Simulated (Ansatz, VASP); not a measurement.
## One calculation of Te2Mo, two programs

The input INCAR:

```
  ALGO = Normal
  EDIFF = 1E-6
  ENCUT = 520
  ISIF = 2
  ISMEAR = 0
  LASPH = T
  LCHARG = F
  LREAL = F
  LWAVE = F
  NBANDS = 49
  NELM = 60
  PREC = Accurate
  SIGMA = 0.05
```

File KPOINTS:

```
k-points
0
Gamma
  12 12 1
```

Contents of POSCAR:

```
Te2Mo
1.0
    3.3842215617      0.0000000000      0.0000000000
   -1.6921107809      2.9308218444      0.0000000000
    0.0000000000      0.0000000000     30.2065362563
Te Mo
6 3
Direct
    0.0000000000      0.0000000000      0.9405159683
    0.3333333333      0.6666666667      0.7128929968
    0.3333333333      0.6666666667      0.1682534351
    0.3333333333      0.6666666667      0.8317465649
    0.3333333333      0.6666666667      0.2871070032
    0.0000000000      0.0000000000      0.0594840317
    0.0000000000      0.0000000000      0.7722229666
    0.0000000000      0.0000000000      0.2277770334
    0.3333333333      0.6666666667      0.0000000000
```

Input for Ansatz:

```yaml
crystal:
  lattice:
    - [3.3842215617, 0.0, 0.0]
    - [-1.6921107809, 2.9308218444, 0.0]
    - [0.0, 0.0, 30.2065362563]
  atoms:
    - { symbol: Te, position: [0.0, 0.0, 0.9405159683] }
    - { symbol: Te, position: [0.3333333333, 0.6666666667, 0.7128929968] }
    - { symbol: Te, position: [0.3333333333, 0.6666666667, 0.1682534351] }
    - { symbol: Te, position: [0.3333333333, 0.6666666667, 0.8317465649] }
    - { symbol: Te, position: [0.3333333333, 0.6666666667, 0.2871070032] }
    - { symbol: Te, position: [0.0, 0.0, 0.0594840317] }
    - { symbol: Mo, position: [0.0, 0.0, 0.7722229666] }
    - { symbol: Mo, position: [0.0, 0.0, 0.2277770334] }
    - { symbol: Mo, position: [0.3333333333, 0.6666666667, 0.0] }
basis:
  ecutwfc: 420
kpoints:
  mp_grid: { grid: [12, 12, 1] }
hamiltonian:
  xc: lda
scf:
  occupations: { method: gaussian, width: 0.05 }
output:
  forces: true
  stress: true
  eigenvalues: true
```

Change from the starting cell: strain -0.025 along x and y, +0.000 along z, atoms carried along.

Alike in both runs: task single point; functional LDA; k mesh 12 × 12 × 1; occupations gaussian, width 0.05 eV; no spin polarisation.

|  | VASP | Ansatz |
| --- | --- | --- |
| version | VASP 6.6.1 | Ansatz 0.2.0 |
| potentials or method | VASP PAW LDA potentials, release 64 (Te, Mo_sv), cutoff 520 eV | scalar-relativistic, plane waves, PAW |
| valence electrons in the cell | 78 | 138 |

Ansatz gave:

- gap on the k mesh at the Fermi level (eV): 0.87
- least direct gap on the mesh (eV): 1.28
- rms of the force components (eV/Å): 0.244

Problem. Which values does VASP return?

Solution. gap on the k mesh at the Fermi level (eV): 0.86; least direct gap on the mesh (eV): 1.28; rms of the force components (eV/Å): 0.274.

LDA's correlation is that of Perdew and Zunger in VASP and of Perdew and Wang (1992) in Ansatz. Atom by atom the forces differ by 0.030 eV/Å (rms over components). VASP's potentials hold 78 valence electrons a cell and Ansatz's 138, so a difference there can come from the potentials and not from the codes.

Neither program's run includes spin-orbit coupling.
